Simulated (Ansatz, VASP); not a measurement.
## One calculation of As2Se, two programs

```
CELL_PARAMETERS angstrom
-3.73794 3.73794 2.25409
3.73794 -3.73794 2.25409
3.73794 3.73794 -2.25409
ATOMIC_POSITIONS crystal
As 0.87500 0.12500 0.75000
As 0.37500 0.12500 0.25000
As 0.87500 0.62500 0.75000
As 0.87500 0.12500 0.25000
Se 0.50000 0.50000 0.00000
Se 0.25000 0.75000 0.50000
```

Alike in both runs: task single point; functional PBEsol; k mesh 12 × 12 × 12; occupations gaussian, width 0.15 eV; no spin polarisation.

|  | VASP | Ansatz |
| --- | --- | --- |
| version | VASP 6.6.1 | Ansatz 0.2.0 |
| potentials or method | VASP PAW PBE potentials, release 64 (As, Se), cutoff 520 eV | scalar-relativistic, plane waves, PAW |
| valence electrons in the cell | 32 | 92 |

|  | VASP | Ansatz | Ansatz less VASP |
| --- | --- | --- | --- |
| gap on the k mesh at the Fermi level (eV) | none | none | - |
| pressure (GPa) | 4.9 | 4.6 | -0.29 |
| traceless stress, the component that is largest in VASP (GPa) | 9.52 | 9.47 | -0.048 |

VASP's potentials were made for PBE, not for PBEsol. A gap of «none» marks a metal or a gap that the smearing closes. With one functional, cell and mesh, what is left measures potentials, basis and numerics. VASP's potentials hold 32 valence electrons a cell and Ansatz's 92, so a difference there can come from the potentials and not from the codes.
